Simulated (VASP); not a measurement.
# CaO (Lime) (Fm-3m) in VASP: phonons with r2SCAN+D4

Aim: the phonons of CaO (Lime) with r2SCAN+D4.

Program: VASP 6.6.1. These are calculated values, not measurements. Logs are shortened: lines on timing, memory, paths and dates and some standing lists are left out, and cuts for length are marked.

### 1 The cell of the first run

Symmetry: Fm-3m, No. 225, cubic system. Conventional cell: a = 4.813 Å, b = 4.813 Å, c = 4.813 Å, α = 90.00°, β = 90.00°, γ = 90.00°. Ca (site symmetry m-3m) has 6 O at 2.41 Å within 3.2 Å. O (site symmetry m-3m) has 6 Ca at 2.41 Å within 3.2 Å.

### 2 Phonons, r2SCAN+D4

Contents of INCAR:

```
SYSTEM = CaO
PREC     = Accurate       ! precision mode
ENCUT    = 520            ! plane-wave cutoff, eV
EDIFF    = 1E-8           ! SCF threshold, eV
ISMEAR   = 0              ! smearing method
SIGMA    = 0.01           ! smearing width, eV
LREAL    = .FALSE.        ! projectors in reciprocal space
LASPH    = .TRUE.         ! aspherical terms in the spheres
NELM     = 60             ! most SCF steps
ALGO     = Normal         ! electronic algorithm
ISIF     = 2              ! what is computed and relaxed
LWAVE    = .FALSE.        ! write WAVECAR
LCHARG   = .FALSE.        ! write CHGCAR
METAGGA  = R2SCAN         ! meta-GGA
LMIXTAU  = .TRUE.       
IVDW     = 13             ! dispersion correction
VDW_S6   = 1.0          
VDW_S8   = 0.6018749    
VDW_A1   = 0.51559235   
VDW_A2   = 5.77342911   
NBANDS   = 15             ! bands
IBRION   = 6              ! ionic algorithm
NFREE    = 2            
POTIM    = 0.015          ! step
NSW      = 1              ! ionic steps
```

Contents of KPOINTS:

```
regular mesh
0
G
  3 3 3
  0 0 0
```

Contents of POSCAR:

```
CaO
1.0
    0.0000000000      2.4065000000      2.4065000000
    2.4065000000      0.0000000000      2.4065000000
    2.4065000000      2.4065000000      0.0000000000
Ca O
1 1
Direct
    0.0000000000      0.0000000000      0.0000000000
    0.5000000000      0.5000000000      0.5000000000
```

Potentials or basis: VASP PAW PBE potentials, release 64 (Ca_sv, O).

Command:

```
$ cat potpaw_PBE.64/Ca_sv/POTCAR potpaw_PBE.64/O/POTCAR > POTCAR
$ mpirun -np 1 vasp_std > vasp.out
```

OUTCAR:

```text
SYSTEM = CaO
   PREC = Accurate
   ENCUT = 520
   EDIFF = 1E-8
   ISMEAR = 0
   LREAL = .FALSE.
   LASPH = .TRUE.
   NELM = 60
   ISIF = 2
   METAGGA = R2SCAN
   IVDW = 13
   IBRION = 6
   NFREE = 2
   POTIM = 0.015
   NSW = 1

 ion  position               nearest neighbor table
   1  0.000  0.000  0.000-   2 2.41   2 2.41   2 2.41   2 2.41   2 2.41   2 2.41
   2  0.500  0.500  0.500-   1 2.41   1 2.41   1 2.41   1 2.41   1 2.41   1 2.41

  LATTYP: Found a face centered cubic cell.
 ALAT       =     4.8130000000

  Lattice vectors:

 A1 = (   0.0000000000,   2.4065000000,   2.4065000000)
 A2 = (   2.4065000000,   0.0000000000,   2.4065000000)
 A3 = (   2.4065000000,   2.4065000000,   0.0000000000)

Analysis of symmetry for initial positions (statically):
=====================================================================
 Subroutine PRICEL returns:
 Original cell was already a primitive cell.

 Routine SETGRP: Setting up the symmetry group for a
 face centered cubic supercell.

 Subroutine GETGRP returns: Found 48 space group operations
 (whereof 48 operations were pure point group operations)
 out of a pool of 48 trial point group operations.

The static configuration has the point symmetry O_h .

Analysis of symmetry for dynamics (positions and initial velocities):
=====================================================================
 Subroutine PRICEL returns:
 Original cell was already a primitive cell.

 Routine SETGRP: Setting up the symmetry group for a
 face centered cubic supercell.

 Subroutine GETGRP returns: Found 48 space group operations
 (whereof 48 operations were pure point group operations)
 out of a pool of 48 trial point group operations.

The dynamic configuration has the point symmetry O_h .

 Subroutine INISYM returns: Found 48 space group operations
 (whereof 48 operations are pure point group operations),
 and found     1 'primitive' translations

----------------------------------------------------------------------------------------

                                     Primitive cell

  volume of cell :      27.8732

  direct lattice vectors                    reciprocal lattice vectors
     0.000000000  2.406500000  2.406500000    -0.207770621  0.207770621  0.207770621
     2.406500000  0.000000000  2.406500000     0.207770621 -0.207770621  0.207770621
     2.406500000  2.406500000  0.000000000     0.207770621  0.207770621 -0.207770621

  length of vectors
     3.403304938  3.403304938  3.403304938     0.359869272  0.359869272  0.359869272

  position of ions in fractional coordinates (direct lattice)
     0.000000000  0.000000000  0.000000000
     0.500000000  0.500000000  0.500000000

  ion indices of the primitive-cell ions
   primitive index   ion index
                 1           1
                 2           2

----------------------------------------------------------------------------------------

 KPOINTS: regular mesh

Automatic generation of k-mesh.
 Grid dimensions read from file:
 generate k-points for:    3    3    3

 Generating k-lattice:

  Cartesian coordinates                     Fractional coordinates (reciprocal lattice)
    -0.069256874  0.069256874  0.069256874     0.333333333  0.000000000  0.000000000
     0.069256874 -0.069256874  0.069256874     0.000000000  0.333333333  0.000000000
     0.069256874  0.069256874 -0.069256874     0.000000000  0.000000000  0.333333333

  Length of vectors
     0.119956424  0.119956424  0.119956424

  Shift w.r.t. Gamma in fractional coordinates (k-lattice)
     0.000000000  0.000000000  0.000000000

 Subroutine IBZKPT returns following result:
 ===========================================

 Found      4 irreducible k-points:

 Following reciprocal coordinates:
            Coordinates               Weight
  0.000000  0.000000  0.000000      1.000000
  0.333333  0.000000  0.000000      8.000000
  0.333333  0.333333  0.000000      6.000000
 -0.333333  0.333333  0.000000     12.000000
   k-points           NKPTS =      4   k-points in BZ     NKDIM =      4   number of bands    NBANDS=     15
   number of dos      NEDOS =    301   number of ions     NIONS =      2
   total plane-waves  NPLWV =  21952
   dimension x,y,z NGX =    28 NGY =   28 NGZ =   28
   dimension x,y,z NGXF=    56 NGYF=   56 NGZF=   56
   ions per type =               1   1
   NGX,Y,Z   is equivalent  to a cutoff of  13.68, 13.68, 13.68 a.u.
   NGXF,Y,Z  is equivalent  to a cutoff of  27.36, 27.36, 27.36 a.u.
 SYSTEM =  CaO
   PREC   = accura    normal or accurate (medium, high low for compatibility)
   ISTART =      0    job   : 0-new  1-cont  2-samecut
   ICHARG =      2    charge: 1-file 2-atom 10-const
   ISPIN  =      1    spin polarized calculation?
   LNONCOLLINEAR =      F non collinear calculations
   LSORBIT =      F    spin-orbit coupling
   LASPH  =      T    aspherical Exc in radial PAW
   ENCUT  =  520.0 eV  38.22 Ry    6.18 a.u.   6.33  6.33  6.33*2*pi/ulx,y,z
   NELM   =     60;   NELMIN=  2; NELMDL= -5     # of ELM steps
   EDIFF  = 0.1E-07   stopping-criterion for ELM
   LREAL  =      F    real-space projection
   EDIFFG = 0.1E-06   stopping-criterion for IOM
   NSW    =     61    number of steps for IOM
   IBRION =      6    ionic relax: 0-MD 1-quasi-New 2-CG
   NFREE  =      2    steps in history (QN), initial steepest desc. (CG)
   ISIF   =      2    stress and relaxation
   ISYM   =      2    0-nonsym 1-usesym 2-fastsym
   POTIM  = 0.0150    time-step for ionic-motion
   TEBEG  =    0.0;   TEEND  =   0.0 temperature during run
   PSTRESS=    0.0 pullay stress
   NELECT =      16.0000    total number of electrons
   NUPDOWN=      -1.0000    fix difference up-down
   EMIN   =  10.00;   EMAX   =-10.00  energy-range for DOS
   EFERMI =   0.00;   METHOD = LEGACY
   ISMEAR =     0;   SIGMA  =   0.01  broadening in eV -4-tet -1-fermi 0-gaus
   EFERMI_NEDOS =   21; number of points for ismear=-14 and -15
   IALGO  =     38    algorithm
   IMIX   =      4    mixing-type and parameters
     AMIX     =   0.40;   BMIX     =  1.00
     AMIX_MAG =   1.60;   BMIX_MAG =  1.00
  volume/ion in A,a.u.               =      13.94        94.05
  Fermi-wavevector in a.u.,A,eV,Ry     =   1.360564  2.571093 25.186211  1.851134
  Thomas-Fermi vector in A             =   2.487215
   LORBIT       =      0    0 simple, 1 ext, 2 COOP (PROOUT), +10 PAW based schemes
   METAGGA = R2SCAN    functional components
   LHFCALC =     F    Hartree Fock is set to
   AEXX    =    0.0000 exact exchange contribution
   IVDW    =    13    specifies the selected vdW correction
   LEPSILON=     F    determine dielectric tensor
   LRPA    =     F    only Hartree local field effects (RPA)
 finite differences with symmetry
 non-spin polarized calculation
 Gauss-broadening in eV      SIGMA  =   0.01
  energy-cutoff  :      520.00
  volume of cell :       27.87
 maximum number of plane-waves:       757
 NGX is ok and might be reduce to    28
   NGX = 13   NGY = 13   NGZ = 13

--------------------------------------- Ionic step        1  -------------------------------------------

 number of electron      15.9999998 magnetization

 Free energy of the ion-electron system (eV)
  ---------------------------------------------------
  ext. energy  EPLUGINS =         0.00000000
  ---------------------------------------------------
  free energy    TOTEN  =       -19.42857841 eV

  energy without entropy =      -19.42857841  energy(sigma->0) =      -19.42857841

------------------------ aborting loop because EDIFF is reached ----------------------------------------

  DFT-D4 for vdW energy calculation

  Edisp (eV):   -0.12283
[... 151 lines left out ...]
--------------------------------------- Ionic step        5  -------------------------------------------

 number of electron      15.9999999 magnetization

 Free energy of the ion-electron system (eV)
  ---------------------------------------------------
  ext. energy  EPLUGINS =         0.00000000
  ---------------------------------------------------
  free energy    TOTEN  =       -19.42823855 eV

  energy without entropy =      -19.42823855  energy(sigma->0) =      -19.42823855

 E-fermi :   2.1377     XC(G=0): -11.0488

 val. band max:        2.0231479979   @ k =   0.0000   0.0000   0.0000
 cond. band min:       6.6879261354   @ k =   0.0000   0.3333   0.3333
 fundamental gap:      4.6647781375
 Fermi energy:         2.1377460111

 k-point     1 :       0.0000    0.0000    0.0000
  band No.  band energies     occupation
      1     -37.0899      2.00000
      2     -16.9845      2.00000
      3     -16.9842      2.00000
      4     -16.9842      2.00000
      5     -14.4408      2.00000
      6       2.0231      2.00000
      7       2.0231      2.00000
      8       2.0231      2.00000
      9       7.3935      0.00000
     10       8.8319      0.00000
     11       8.8329      0.00000
     12       8.8329      0.00000
     13      10.4192      0.00000
     14      10.4208      0.00000
[... 122 lines left out ...]
  FREE ENERGIE OF THE ION-ELECTRON SYSTEM (eV)
  ---------------------------------------------------
  free  energy   TOTEN  =       -19.5510708538 eV

  energy  without entropy=      -19.5510708538  energy(sigma->0) =      -19.55107085

 INTERNAL STRAIN TENSORS FROM DISPLACED ATOMS
 ============================================

 INTERNAL STRAIN TENSOR FOR ION    1 for displacements in x,y,z  (eV/Angst):
          X           Y           Z          XY          YZ          ZX
  --------------------------------------------------------------------------------
  x     0.00000     0.00000     0.00000     0.00000     0.00000     0.00000
  y     0.00000     0.00000     0.00000     0.00000     0.00000     0.00000
  z     0.00000     0.00000     0.00000     0.00000     0.00000     0.00000

 INTERNAL STRAIN TENSOR FOR ION    2 for displacements in x,y,z  (eV/Angst):
          X           Y           Z          XY          YZ          ZX
  --------------------------------------------------------------------------------
  x     0.00000     0.00000     0.00000     0.00000     0.00000     0.00000
  y     0.00000     0.00000     0.00000     0.00000     0.00000     0.00000
  z     0.00000     0.00000     0.00000     0.00000     0.00000     0.00000

 Eigenvectors and eigenvalues of the dynamical matrix
 ----------------------------------------------------

   1 f  =    8.137339 THz    51.128408 2PiTHz  271.432407 cm-1    33.653314 meV
             X         Y         Z           dx          dy          dz
      0.000000  0.000000  0.000000    -0.532527    0.000000   -0.000000
      2.406500  2.406500  2.406500     0.846413   -0.000000   -0.000000
[... 21 lines left out ...]
   6 f/i=    0.015622 THz     0.098155 2PiTHz    0.521091 cm-1     0.064607 meV
             X         Y         Z           dx          dy          dz
      0.000000  0.000000  0.000000    -0.020930    0.673909    0.511688
      2.406500  2.406500  2.406500    -0.013168    0.423994    0.321932

 ELASTIC MODULI CONTR FROM IONIC RELAXATION (kBar)
 Direction    XX          YY          ZZ          XY          YZ          ZX
 --------------------------------------------------------------------------------
 XX           0.0000      0.0000      0.0000      0.0000      0.0000      0.0000
 YY           0.0000      0.0000      0.0000      0.0000      0.0000      0.0000
 ZZ           0.0000      0.0000      0.0000      0.0000      0.0000      0.0000
 XY           0.0000      0.0000      0.0000      0.0000      0.0000      0.0000
 YZ           0.0000      0.0000      0.0000      0.0000      0.0000      0.0000
 ZX           0.0000      0.0000      0.0000      0.0000      0.0000      0.0000
 --------------------------------------------------------------------------------
```

It took 86 s on 1 thread of Intel Xeon Platinum 8488C (Sapphire Rapids), shared host; peak memory 0.16 GiB.

Results:

```
Highest phonon frequency at Γ, LO-TO splitting left out : 271 cm⁻¹
Dispersion energy per atom                              : -0.061 eV
```

Phonon frequencies in cm⁻¹ (negative: imaginary):
```
              q point           frequencies
(0.000, 0.000, 0.000)  -1 -1 -1 271 271 271
```

Caveat: the k points lie up to 0.75 Å⁻¹ apart.
